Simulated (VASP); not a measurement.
The system is Mg2Sn.

```
Sn Mg
1.0
     0.00000    3.44753    3.44753
     3.44753    0.00000    3.44753
     3.44753    3.44753    0.00000
Sn Mg
1 2
Direct
  0.00000 0.00000 0.00000
  0.25000 0.25000 0.25000
  0.75000 0.75000 0.75000
```

This cell differs from its parent crystal: strain +2.0%.

Base run:

```yaml
Program: VASP 6.6.1
Functional: PBE
Potentials_or_basis: VASP PAW PBE potentials, release 64 (Sn_d, Mg)
Cutoff: 600 eV
k_mesh: 6 × 6 × 6
Occupations: fermi-dirac, width 0.02 eV
Spin: no spin polarisation
```

Its results: band gap on the k mesh zero (band 9 reaches 3.88 eV, above the bottom of band 10 at 3.62 eV); pressure -1.5 GPa.

The run is repeated on the same cell with these changes: functional from PBE to r2SCAN; cutoff from 600 eV to 660 eV. What comes out?

Band gap on the k mesh 0.07 eV, indirect (least direct gap 1.65 eV); pressure -2.6 GPa.

Caveats: spin-orbit coupling is left out, which moves the levels of the heavy elements; the PAW data sets were made with another functional, which shifts forces and pressure a little (some runs).

A k mesh can miss the band edges.
